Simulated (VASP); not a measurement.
# W4C4F in VASP: single point with PBE+D3(BJ)

Aim: the single point of W4C4F with PBE+D3(BJ).

Program: VASP 6.6.1. These are calculated values, not measurements. Logs are shortened: lines on timing, memory, paths and dates and some standing lists are left out, and cuts for length are marked.

### Step 1. The cell of the first run

The cell holds a slab with vacuum, 18 atoms: a = 5.699 Å, b = 5.699 Å, c = 15.197 Å, α = 90.00°, β = 90.00°, γ = 120.00°.

### Step 2. Single point, PBE+D3(BJ)

INCAR reads:

```
SYSTEM = W4C4F
ALGO = Normal
EDIFF = 1E-6
ENCUT = 520
GGA = PE
ISIF = 2
ISMEAR = 0
IVDW = 12
LASPH = .True.
LCHARG = .False.
LREAL = Auto
LWAVE = .False.
NBANDS = 94
NELM = 60
PREC = Accurate
SIGMA = 0.15
```

KPOINTS reads:

```
k-points
0
Gamma
  3 3 1
  0 0 0
```

POSCAR reads:

```
W4C4F
1.0
    5.6991000000      0.0000000000      0.0000000000
   -2.8495500000      4.9355650000      0.0000000000
    0.0000000000      0.0000000000     15.1973150000
W C F
8 8 2
Direct
    0.0000000000      0.0000000000      0.0658011000
   -0.0012005533     -0.0024011066      0.2561515745
    0.0000000200      0.5000000400      0.0658011000
   -0.0005786795      0.4993821720      0.2540840624
    0.5000000000      0.0000000000      0.0658011000
    0.4980417420     -0.0039165159      0.2528785494
    0.5000000200      0.5000000400      0.0658011000
    0.4999608515      0.4993821720      0.2540840624
    0.3326770605      0.1651831920      0.1533819780
    0.3349126917      0.1735139336      0.3309008016
    0.3333392843      0.6666785686      0.1522057626
    0.3282827531      0.6565655061      0.3284624275
    0.8325061315      0.1651831920      0.1533819780
    0.8386012419      0.1735139336      0.3309008016
    0.8335098660      0.6670197319      0.1549831063
    0.8323218706      0.6646437411      0.3404842665
    0.5503102280      0.1006204561      0.4176488229
    0.8301730048     -0.3396539904      0.4276135427
```

Potentials or basis: VASP PAW PBE potentials, release 64 (W_sv, C, F).

Started as:

```console
cat potpaw_PBE.64/W_sv/POTCAR potpaw_PBE.64/C/POTCAR potpaw_PBE.64/F/POTCAR > POTCAR
mpirun -np 1 vasp_std > vasp.out
```

OUTCAR:

```text
SYSTEM = W4C4F
   EDIFF = 1E-6
   ENCUT = 520
   GGA = PE
   ISIF = 2
   ISMEAR = 0
   IVDW = 12
   LASPH = .True.
   LREAL = Auto
   NELM = 60
   PREC = Accurate
 IVDW          = 12

 ion  position               nearest neighbor table
   1  0.000  0.000  0.066-   9 2.11  13 2.11  15 2.13   7 2.85   3 2.85   5 2.85   5 2.85   3 2.85
                             7 2.85   2 2.89
   2  0.999  0.998  0.256-  14 2.01  10 2.01  16 2.08  15 2.24  13 2.27   9 2.27   8 2.84   4 2.84
                             6 2.85   6 2.85   4 2.86   8 2.86   1 2.89
   3  0.000  0.500  0.066-  11 2.10  13 2.12  15 2.13   5 2.85   1 2.85   7 2.85   7 2.85   1 2.85
                             5 2.85   4 2.86
   4  0.999  0.499  0.254-  12 1.98  14 1.99  16 2.10  15 2.23  13 2.25  11 2.26   6 2.84   2 2.84
                             8 2.85   8 2.85   2 2.86   3 2.86   6 2.86
   5  0.500  0.000  0.066-  11 2.10   9 2.11  13 2.11   6 2.84   7 2.85   3 2.85   1 2.85   1 2.85
                             3 2.85   7 2.85
   6  0.498  0.996  0.253-  12 2.03  10 2.06  14 2.06  11 2.23   9 2.24  13 2.24  17 2.56   4 2.84
                             8 2.84   5 2.84   2 2.85   2 2.85   8 2.86   4 2.86
   7  0.500  0.500  0.066-  11 2.10   9 2.12  15 2.13   5 2.85   1 2.85   3 2.85   3 2.85   5 2.85
                             1 2.85   8 2.86
   8  0.500  0.499  0.254-  12 1.98  10 1.99  16 2.10  15 2.23   9 2.25  11 2.26   6 2.84   2 2.84
                             4 2.85   4 2.85   2 2.86   7 2.86   6 2.86
   9  0.333  0.165  0.153-   5 2.11   1 2.11   7 2.12   6 2.24   8 2.25   2 2.27
  10  0.335  0.174  0.331-  17 1.98   8 1.99   2 2.01   6 2.06
  11  0.333  0.667  0.152-   5 2.10   7 2.10   3 2.10   6 2.23   8 2.26   4 2.26
  12  0.328  0.657  0.328-   8 1.98   4 1.98   6 2.03
  13  0.833  0.165  0.153-   5 2.11   1 2.11   3 2.12   6 2.24   4 2.25   2 2.27
  14  0.839  0.174  0.331-  17 1.98   4 1.99   2 2.01   6 2.06
  15  0.834  0.667  0.155-   1 2.13   3 2.13   7 2.13   4 2.23   8 2.23   2 2.24
  16  0.832  0.665  0.340-  18 1.32   2 2.08   4 2.10   8 2.10
  17  0.550  0.101  0.418-  10 1.98  14 1.98   6 2.56
  18  0.830  0.660  0.428-  16 1.32

  LATTYP: Found a hexagonal cell.
 ALAT       =     5.6991000000
 C/A-ratio  =     2.6666166588

  Lattice vectors:

 A1 = (   5.6991000000,   0.0000000000,   0.0000000000)
 A2 = (  -2.8495500000,   4.9355650000,   0.0000000000)
 A3 = (   0.0000000000,   0.0000000000,  15.1973150000)

Analysis of symmetry for initial positions (statically):
=====================================================================
 Subroutine PRICEL returns:
 Original cell was already a primitive cell.

 Routine SETGRP: Setting up the symmetry group for a
 hexagonal supercell.

 Subroutine GETGRP returns: Found  2 space group operations
 (whereof  2 operations were pure point group operations)
 out of a pool of 24 trial point group operations.

[... 137 lines left out ...]
   NUPDOWN=      -1.0000    fix difference up-down
   EMIN   =  10.00;   EMAX   =-10.00  energy-range for DOS
   EFERMI =   0.00;   METHOD = LEGACY
   ISMEAR =     0;   SIGMA  =   0.15  broadening in eV -4-tet -1-fermi 0-gaus
   EFERMI_NEDOS =   21; number of points for ismear=-14 and -15
   IALGO  =     38    algorithm
   IMIX   =      4    mixing-type and parameters
     AMIX     =   0.40;   BMIX     =  1.00
     AMIX_MAG =   1.60;   BMIX_MAG =  1.00
  volume/ion in A,a.u.               =      23.75       160.26
  Fermi-wavevector in a.u.,A,eV,Ry     =   1.174872  2.220186 18.780448  1.380324
  Thomas-Fermi vector in A             =   2.311262
   LORBIT       =      0    0 simple, 1 ext, 2 COOP (PROOUT), +10 PAW based schemes
   GGA     = PE    functional components
   LHFCALC =     F    Hartree Fock is set to
   AEXX    =    0.0000 exact exchange contribution
   IVDW    =    12    specifies the selected vdW correction
   LEPSILON=     F    determine dielectric tensor
   LRPA    =     F    only Hartree local field effects (RPA)
 non-spin polarized calculation
 Gauss-broadening in eV      SIGMA  =   0.15
  energy-cutoff  :      520.00
  volume of cell :      427.47
 maximum number of plane-waves:     11565
 NGX is ok and might be reduce to    42
   NGX = 21   NGY = 21   NGZ = 57

 number of electron     158.0000002 magnetization

 Free energy of the ion-electron system (eV)
  ---------------------------------------------------
  ext. energy  EPLUGINS =         0.00000000
  ---------------------------------------------------
  free energy    TOTEN  =      -169.61737853 eV

  energy without entropy =     -169.57840070  energy(sigma->0) =     -169.59788961

 E-fermi :   1.0412     XC(G=0):  -6.9702

 val. band max:        0.8337771486   @ k =   0.3333   0.3333   0.0000
 cond. band min:       1.1129206377   @ k =   0.0000   0.3333   0.0000
 fundamental gap:      0.2791434891
 Fermi energy:         1.0412462708

 k-point     1 :       0.0000    0.0000    0.0000
  band No.  band energies     occupation
      1     -72.9819      2.00000
      2     -72.7737      2.00000
      3     -72.7579      2.00000
      4     -72.7051      2.00000
      5     -72.6957      2.00000
      6     -72.6946      2.00000
[... 365 lines left out ...]
     90       3.6402      0.00000
     91       3.8192      0.00000
 [bands above 91 left out]

------------------------ aborting loop because EDIFF is reached ----------------------------------------

 Edisp (eV)   -5.01127

 E8    (eV) :    -2.3455

  FORCE on cell =-STRESS in cart. coord.  units (eV):
  Direction    XX          YY          ZZ          XY          YZ          ZX
  --------------------------------------------------------------------------------------
  -------------------------------------------------------------------------------------
  Total      18.39314    19.69436     1.16938     0.00000    -0.01316     0.00000
  in kB      68.93765    73.81462     4.38284     0.00000    -0.04931     0.00000
  external pressure =       49.05 kB  Pullay stress =        0.00 kB

 VOLUME and BASIS-vectors are now :
 -----------------------------------------------------------------------------
  energy-cutoff  :      520.00
  volume of cell :      427.47
      direct lattice vectors                 reciprocal lattice vectors
     5.699100000  0.000000000  0.000000000     0.175466302  0.101305524  0.000000000
    -2.849550000  4.935565000  0.000000000     0.000000000  0.202611049  0.000000000
     0.000000000  0.000000000 15.197315000     0.000000000  0.000000000  0.065801097

 POSITION                                       TOTAL-FORCE (eV/Angst)
 -----------------------------------------------------------------------------------
      0.00000      0.00000      1.00000         0.000000     -0.106265      0.163851
      2.84955      4.92371      3.89282         0.000000     -0.021109     -0.007839
     -1.42477      2.46778      1.00000        -0.236196      0.020966     -0.119984
      4.27279      2.46473      3.86140        -0.014669      0.013192     -0.025943
      2.84955      0.00000      1.00000         0.000000      0.051532     -0.145286
     -0.00000      4.91623      3.84307         0.000000      0.000010     -0.058983
[... 10 lines left out ...]
      2.84955      0.49662      6.34714         0.000000     -0.019711      0.016090
      2.84955      3.25918      6.49858         0.000000      0.000796      0.435551
 -----------------------------------------------------------------------------------
    total drift:                               -0.000000     -0.008919      0.013980

  FREE ENERGIE OF THE ION-ELECTRON SYSTEM (eV)
  ---------------------------------------------------
  free  energy   TOTEN  =      -174.6286508170 eV

  energy  without entropy=     -174.5896729896  energy(sigma->0) =     -174.60916190
```

stdout:

```text
POSCAR found type information on POSCAR W C F
 POSCAR found :  3 types and      18 ions
 scaLAPACK will be used
 LDA part: xc-table for (Slater+PW92), standard interpolation
 POSCAR, INCAR and KPOINTS ok, starting setup
 FFT: planning ... GRIDC
 FFT: planning ... GRID_SOFT
 FFT: planning ... GRID
 WAVECAR not read
 entering main loop
```

Wall time 9.4 min (1 thread of Intel Xeon Platinum 8488C (Sapphire Rapids), shared host); peak memory 0.51 GiB.

Results:

- Free energy: -174.6287 eV
- Largest force: 0.436 eV/Å
- Band gap on the k mesh: zero (bands 79 and 80 overlap by 0.82 eV)
- Dispersion energy per atom: -0.278 eV

Forces on the atoms (eV/Å):
```
W    0.000 -0.106  0.164
W    0.000 -0.021 -0.008
W   -0.236  0.021 -0.120
W   -0.015  0.013 -0.026
W    0.000  0.052 -0.145
W    0.000  0.000 -0.059
W    0.236  0.021 -0.120
W    0.015  0.013 -0.026
C    0.001 -0.005 -0.004
C   -0.021  0.024  0.086
C    0.000  0.006  0.022
C    0.000 -0.021  0.096
C   -0.001 -0.005 -0.004
C    0.021  0.024  0.086
C    0.000  0.008 -0.014
C    0.000 -0.006 -0.380
F    0.000 -0.020  0.016
F    0.000  0.001  0.436
```

Caveat: the k points lie up to 0.42 Å⁻¹ apart, too coarse for converged energies and pressures of a metal; there is no dipole correction, which matters where the two faces differ; spin-orbit coupling is left out, which moves the levels of the heavy elements.

The gap in the log of VASP goes by the Fermi energy; the results here count the filled bands.